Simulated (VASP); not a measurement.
A run of VASP 6.6.1 is set up as follows.

INCAR

```
ALGO = Normal
EDIFF = 1E-6
ENCUT = 520
GGA = PE
ISIF = 2
ISMEAR = 0
LASPH = T
LCHARG = F
LREAL = F
LWAVE = F
NBANDS = 34
NELM = 100
PREC = Accurate
SIGMA = 0.1
```

KPOINTS

```
k-points
0
Gamma
  6 6 6
```

Contents of POSCAR:

```
TmI4
1.0
    6.4754359813      0.0000000000      0.0000000000
    0.0000000000      6.4754359813      0.0000000000
    0.0000000000      0.0000000000      6.4754359813
Tm I
1 4
Direct
    0.0000000000      0.0000000000      0.0000000000
    0.2531422974      0.2531422974      0.2531422974
    0.7468577026      0.7468577026      0.2531422974
    0.2531422974      0.7468577026      0.7468577026
    0.7468577026      0.2531422974      0.7468577026
```

Potentials or basis: VASP PAW PBE potentials, release 64 (Tm, I).

Run with:

```bash
$ cat potpaw_PBE.64/Tm/POTCAR potpaw_PBE.64/I/POTCAR > POTCAR
$ mpirun -np 1 vasp_std > vasp.out
```

Q: Predict the pressure.

A: 0.3 GPa.

Q: What does it give for the band gap on the k mesh?

A: Zero (an odd number of electrons rules out a gap without spin polarisation).

Forces in eV/Å, atoms in the order of the input:
```
Tm   0.000  0.000  0.000
I    0.183  0.183  0.183
I   -0.183 -0.183  0.183
I    0.183 -0.183 -0.183
I   -0.183  0.183 -0.183
```

Caveat: spin-orbit coupling is left out, which moves the levels of the heavy elements; an odd number of electrons without spin polarisation forces a metal; a magnetic or distorted state may lie lower; the run has no spin polarisation, though such a crystal can be magnetic; semilocal functionals describe open f shells poorly, which spoils levels, moments and volumes. Spin polarisation is off, so any magnetic state and its effect on volume and gap are missing.
